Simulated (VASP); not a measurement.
# MgB2 (P6/mmm) in VASP: notebook, part 2 of 2

VASP 6.6.1. Earlier steps stand in the parts before.

### 3 Single point, r2SCAN

File POSCAR:

```
MgB2
1.0
    3.0721480083      0.0000000000      0.0000000000
   -1.5360740041      2.6605582194      0.0000000000
    0.0000000000      0.0000000000      3.4993583942
Mg B
1 2
Direct
    0.0000000000      0.0000000000      0.0000000000
    0.3333333333      0.6666666667      0.5000000000
    0.6666666667      0.3333333333      0.5000000000
```

File INCAR.step1:

```
PREC     = Accurate       # precision mode
ENCUT    = 520            # plane-wave cutoff, eV
ISMEAR   = 0              # smearing method
SIGMA    = 0.05           # smearing width, eV
LREAL    = False          # projectors in reciprocal space
LASPH    = True           # aspherical terms in the spheres
NELM     = 80             # most SCF steps
NBANDS   = 11             # bands
GGA      = PE             # functional
ALGO     = Normal         # electronic algorithm
EDIFF    = 1E-4           # SCF threshold, eV
LWAVE    = True           # write WAVECAR
LCHARG   = False          # write CHGCAR
```

File INCAR.step2:

```
PREC     = Accurate       # precision mode
ENCUT    = 520            # plane-wave cutoff, eV
EDIFF    = 1E-7           # SCF threshold, eV
ISMEAR   = 0              # smearing method
SIGMA    = 0.05           # smearing width, eV
LREAL    = False          # projectors in reciprocal space
LASPH    = True           # aspherical terms in the spheres
NELM     = 80             # most SCF steps
ALGO     = Normal         # electronic algorithm
ISIF     = 2              # what is computed and relaxed
LWAVE    = False          # write WAVECAR
LCHARG   = False          # write CHGCAR
METAGGA  = R2SCAN         # meta-GGA
LMIXTAU  = True         
NBANDS   = 11             # bands
ISTART   = 1
```

File KPOINTS:

```
regular mesh
0
Gamma
  12 12 10
```

Potentials or basis: VASP PAW PBE potentials, release 64 (Mg, B).

Started as:

```
$ cat potpaw_PBE.64/Mg/POTCAR potpaw_PBE.64/B/POTCAR > POTCAR
$ cp INCAR.step1 INCAR
$ mpirun -np 1 vasp_std > vasp.out
$ cp INCAR.step2 INCAR
$ mpirun -np 1 vasp_std > vasp.out
```

OUTCAR:

```text
PREC = Accurate
   ENCUT = 520
   EDIFF = 1E-7
   ISMEAR = 0
   LREAL = False
   LASPH = True
   NELM = 80
   ISIF = 2
   METAGGA = R2SCAN
   ISTART = 1

 ion  position               nearest neighbor table
   1  0.000  0.000  0.000-   2 2.49   3 2.49   2 2.49   3 2.49   2 2.49   2 2.49   3 2.49   3 2.49
                             3 2.49   3 2.49   2 2.49   2 2.49
   2  0.333  0.667  0.500-   3 1.77   3 1.77   3 1.77   1 2.49   1 2.49   1 2.49   1 2.49   1 2.49
                             1 2.49
   3  0.667  0.333  0.500-   2 1.77   2 1.77   2 1.77   1 2.49   1 2.49   1 2.49   1 2.49   1 2.49
                             1 2.49

  LATTYP: Found a hexagonal cell.
 ALAT       =     3.0721480083
 C/A-ratio  =     1.1390591810

  Lattice vectors:

 A1 = (   3.0721480083,   0.0000000000,   0.0000000000)
 A2 = (  -1.5360740041,   2.6605582194,   0.0000000000)
 A3 = (   0.0000000000,   0.0000000000,   3.4993583942)

Analysis of symmetry for initial positions (statically):
=====================================================================
 Subroutine PRICEL returns:
 Original cell was already a primitive cell.

[... 184 lines left out ...]
      4       5.7469      0.00000
      5       7.4261      0.00000
      6      12.0253      0.00000
      7      12.0253      0.00000
      8      13.9720      0.00000
      9      16.2893      0.00000
     10      19.3314      0.00000
     11      22.8028      0.00000
[... 309 lines left out ...]
 k-point    24 :       0.3333    0.0000    0.1000
  band No.  band energies     occupation
      1      -5.8416      2.00000
      2      -0.0585      2.00000
      3       3.5218      2.00000
      4       3.5314      2.00000
      5       9.4593      0.00000
      6      10.4545      0.00000
      7      11.3014      0.00000
      8      15.5986      0.00000
      9      18.1693      0.00000
     10      19.2048      0.00000
     11      19.2643      0.00000

 [... further k-points ...]

------------------------ aborting loop because EDIFF is reached ----------------------------------------

  FORCE on cell =-STRESS in cart. coord.  units (eV):
  Direction    XX          YY          ZZ          XY          YZ          ZX
  --------------------------------------------------------------------------------------
  -------------------------------------------------------------------------------------
  Total       -0.0684095     -0.0684095     -0.1068372     -0.0000000     -0.0000000      0.0000000
  in kB       -3.8319862     -3.8319862     -5.9845257     -0.0000000     -0.0000000      0.0000000
  external PRESSURE =      -4.5494994 kB  Pullay stress =       0.0000000 kB

 VOLUME and BASIS-vectors are now :
 -----------------------------------------------------------------------------
  energy-cutoff  :      520.00
  volume of cell :       28.60
      direct lattice vectors                 reciprocal lattice vectors
     3.072148008  0.000000000  0.000000000     0.325505151  0.187930486  0.000000000
    -1.536074004  2.660558219  0.000000000     0.000000000  0.375860973  0.000000000
     0.000000000  0.000000000  3.499358394     0.000000000  0.000000000  0.285766671

 POSITION                                       TOTAL-FORCE (eV/Angst)
 -----------------------------------------------------------------------------------
      0.00000      0.00000      0.00000        -0.000000      0.000000      0.000000
     -0.00000      1.77371      1.74968        -0.000000     -0.000000      0.000000
      1.53607      0.88685      1.74968         0.000000      0.000000     -0.000000
 -----------------------------------------------------------------------------------
    total drift:                                0.000000     -0.000000      0.000000

  FREE ENERGIE OF THE ION-ELECTRON SYSTEM (eV)
  ---------------------------------------------------
  free  energy   TOTEN  =       -19.4005550222 eV

  energy  without entropy=      -19.3998458174  energy(sigma->0) =      -19.40020042
```

OSZICAR.step1:

```text
N       E                     dE             d eps       ncg     rms          rms(c)
DAV:   1     0.416034201614E+01    0.41603E+01   -0.38153E+03  2668   0.612E+02
DAV:   2    -0.164495712703E+02   -0.20610E+02   -0.19231E+02  3173   0.105E+02
DAV:   3    -0.170186595451E+02   -0.56909E+00   -0.56706E+00  3285   0.145E+01
DAV:   4    -0.170201267994E+02   -0.14673E-02   -0.14670E-02  2904   0.765E-01
DAV:   5    -0.170201324651E+02   -0.56657E-05   -0.56658E-05  3072   0.509E-02    0.527E+00
DAV:   6    -0.155796863751E+02    0.14404E+01   -0.17688E+00  2807   0.621E+00    0.256E+00
DAV:   7    -0.153299092053E+02    0.24978E+00   -0.10418E+00  2936   0.471E+00    0.783E-01
DAV:   8    -0.153314916069E+02   -0.15824E-02   -0.14081E-01  2779   0.196E+00    0.447E-01
DAV:   9    -0.153209576476E+02    0.10534E-01   -0.25676E-02  2772   0.743E-01    0.658E-02
DAV:  10    -0.153209152670E+02    0.42381E-04   -0.14033E-03  3105   0.214E-01    0.287E-02
DAV:  11    -0.153209050956E+02    0.10171E-04   -0.13765E-04  2013   0.625E-02
   1 F= -.15320905E+02 E0= -.15320696E+02  d E =-.417830E-03
```

It took 76 s on 1 thread of Intel Xeon 6975P-C, shared host; peak memory 0.17 GiB.

What came out:

- Free energy: -19.4006 eV
- Pressure: -0.5 GPa
- Band gap on the k mesh: zero (band 4 reaches 7.30 eV, above the bottom of band 5 at 3.25 eV)

Levels at points of the mesh, in eV from the Fermi level:
```
           k point  band 1  band 2  band 3  band 4  band 5  band 6  band 7  band 8
(0.00, 0.00, 0.00)  -13.30   -3.11    0.39    0.39    2.07    6.67    6.67    8.62
(0.50, 0.00, 0.00)   -9.22   -8.34   -2.34    0.24    3.36    4.16    5.90    8.06
(0.00, 0.00, 0.50)  -11.99   -7.78    0.80    0.80    6.98    6.98    8.66   10.57
(0.50, 0.00, 0.50)   -8.20   -7.41   -3.77   -2.04   -1.22    6.12    9.62    9.82
```

Caveat: the PAW data sets were made with another functional, which shifts forces and pressure a little.

### 4 Single point, r2SCAN

POSCAR is that of step 3.

File INCAR.step1:

```
SYSTEM = MgB2
PREC     = Accurate       ! precision mode
ENCUT    = 520            ! plane-wave cutoff, eV
ISMEAR   = 0              ! smearing method
SIGMA    = 0.05           ! smearing width, eV
LREAL    = .FALSE.        ! projectors in reciprocal space
LASPH    = .TRUE.         ! aspherical terms in the spheres
NELM     = 100            ! most SCF steps
NBANDS   = 11             ! bands
GGA      = PE             ! functional
ALGO     = Normal         ! electronic algorithm
EDIFF    = 1E-4           ! SCF threshold, eV
LWAVE    = .TRUE.         ! write WAVECAR
LCHARG   = .FALSE.        ! write CHGCAR
```

File INCAR.step2:

```
SYSTEM = MgB2
PREC     = Accurate       ! precision mode
ENCUT    = 520            ! plane-wave cutoff, eV
EDIFF    = 1E-7           ! SCF threshold, eV
ISMEAR   = 0              ! smearing method
SIGMA    = 0.05           ! smearing width, eV
LREAL    = .FALSE.        ! projectors in reciprocal space
LASPH    = .TRUE.         ! aspherical terms in the spheres
NELM     = 100            ! most SCF steps
ALGO     = Normal         ! electronic algorithm
ISIF     = 2              ! what is computed and relaxed
LWAVE    = .FALSE.        ! write WAVECAR
LCHARG   = .FALSE.        ! write CHGCAR
METAGGA  = R2SCAN         ! meta-GGA
LMIXTAU  = .TRUE.       
NBANDS   = 11             ! bands
ISTART   = 1
```

File KPOINTS:

```
Automatic mesh
0
G
  12 12 10
  0 0 0
```

Started as:

```
$ cat potpaw_PBE.64/Mg/POTCAR potpaw_PBE.64/B/POTCAR > POTCAR
$ cp INCAR.step1 INCAR
$ mpirun -np 1 vasp_std > vasp.out
$ cp INCAR.step2 INCAR
$ mpirun -np 1 vasp_std > vasp.out
```

It took 83 s on 1 thread of Intel Xeon 6975P-C, shared host; peak memory 0.18 GiB.

The run converged. Its results:

* Free energy: -19.4006 eV
* Pressure: -0.5 GPa
* Band gap on the k mesh: zero (band 4 reaches 7.30 eV, above the bottom of band 5 at 3.25 eV)

Stress tensor (GPa, compression positive):
```
-0.38  0.00  0.00
 0.00 -0.38  0.00
 0.00  0.00 -0.60
```

Levels at points of the mesh, in eV from the Fermi level:
```
           k point  band 1  band 2  band 3  band 4  band 5  band 6  band 7  band 8
(0.00, 0.00, 0.00)  -13.30   -3.11    0.39    0.39    2.07    6.67    6.67    8.62
(0.50, 0.00, 0.00)   -9.22   -8.34   -2.34    0.24    3.36    4.16    5.90    8.06
(0.00, 0.00, 0.50)  -11.99   -7.78    0.80    0.80    6.98    6.98    8.66   10.57
(0.50, 0.00, 0.50)   -8.20   -7.41   -3.77   -2.04   -1.22    6.12    9.62    9.82
```

Caveat: the PAW data sets were made with another functional, which shifts forces and pressure a little.

### 5 Single point, r2SCAN

POSCAR is that of step 4.

File INCAR.step1:

```
SYSTEM = MgB2
PREC     = Accurate       ! precision mode
ENCUT    = 660            ! plane-wave cutoff, eV
ISMEAR   = 0              ! smearing method
SIGMA    = 0.05           ! smearing width, eV
LREAL    = .FALSE.        ! projectors in reciprocal space
LASPH    = .TRUE.         ! aspherical terms in the spheres
NELM     = 120            ! most SCF steps
NBANDS   = 15             ! bands
GGA      = PE             ! functional
ALGO     = Normal         ! electronic algorithm
EDIFF    = 1E-5           ! SCF threshold, eV
LWAVE    = .TRUE.         ! write WAVECAR
LCHARG   = .FALSE.        ! write CHGCAR
GGA_COMPAT= .FALSE.
```

File INCAR.step2:

```
SYSTEM = MgB2
PREC     = Accurate       ! precision mode
ENCUT    = 660            ! plane-wave cutoff, eV
EDIFF    = 1E-6           ! SCF threshold, eV
ISMEAR   = 0              ! smearing method
SIGMA    = 0.05           ! smearing width, eV
LREAL    = .FALSE.        ! projectors in reciprocal space
LASPH    = .TRUE.         ! aspherical terms in the spheres
NELM     = 120            ! most SCF steps
ALGO     = Normal         ! electronic algorithm
ISIF     = 2              ! what is computed and relaxed
LWAVE    = .FALSE.        ! write WAVECAR
LCHARG   = .FALSE.        ! write CHGCAR
METAGGA  = R2SCAN         ! meta-GGA
LMIXTAU  = .TRUE.       
NBANDS   = 15             ! bands
ISTART   = 1            
GGA_COMPAT= .FALSE.
```

KPOINTS is that of step 4.

Potentials or basis: VASP PAW PBE potentials, release 64 (Mg_sv, B).

Started as:

```
$ cat potpaw_PBE.64/Mg_sv/POTCAR potpaw_PBE.64/B/POTCAR > POTCAR
$ cp INCAR.step1 INCAR
$ mpirun -np 1 vasp_std > vasp.out
$ cp INCAR.step2 INCAR
$ mpirun -np 1 vasp_std > vasp.out
```

Wall time 1.8 min (1 thread of Intel Xeon 6975P-C (Granite Rapids), shared host); peak memory 0.2 GiB.

Results (log left out):

- Free energy: -19.4313 eV
- Pressure: -0.1 GPa
- Band gap on the k mesh: zero (band 8 reaches 7.12 eV, above the bottom of band 9 at 3.09 eV)

Stress tensor (GPa, compression positive):
```
-0.23  0.00  0.00
 0.00 -0.23  0.00
 0.00  0.00  0.13
```

Levels at points of the mesh, in eV from the Fermi level:
| k point | band 5 | band 6 | band 7 | band 8 | band 9 | band 10 | band 11 | band 12 |
| --- | --- | --- | --- | --- | --- | --- | --- | --- |
| (0.00, 0.00, 0.00) | -13.29 | -3.11 | 0.38 | 0.38 | 2.09 | 6.67 | 6.67 | 8.60 |
| (0.50, 0.00, 0.00) | -9.22 | -8.33 | -2.34 | 0.23 | 3.36 | 4.15 | 5.91 | 8.13 |
| (0.00, 0.00, 0.50) | -11.98 | -7.77 | 0.79 | 0.79 | 6.98 | 6.98 | 8.64 | 10.56 |
| (0.50, 0.00, 0.50) | -8.21 | -7.40 | -3.76 | -2.04 | -1.20 | 6.12 | 9.66 | 9.89 |

Caveat: the PAW data sets were made with another functional, which shifts forces and pressure a little.

### 6 The runs side by side

| level | potentials or basis | cutoff (eV) | second run | gap on the mesh (eV) | pressure (GPa) |
| --- | --- | --- | --- | --- | --- |
| PBE | VASP PAW PBE potentials, release 64 (Mg, B) | 520 | - | none | 0.9 |
| r2SCAN | VASP PAW PBE potentials, release 64 (Mg, B) | 520 | - | none | -0.5 |
| r2SCAN | VASP PAW PBE potentials, release 64 (Mg_sv, B) | 660 | valence_matched | none | -0.1 |

Alike in all rows: task single point; no spin polarisation; cell as given; k mesh 12 × 12 × 10; smearing gaussian 0.05 eV.

Caveats: the PAW data sets were made with another functional, which shifts forces and pressure a little (some runs).

Absolute energies hang on the potentials; compare differences alone.
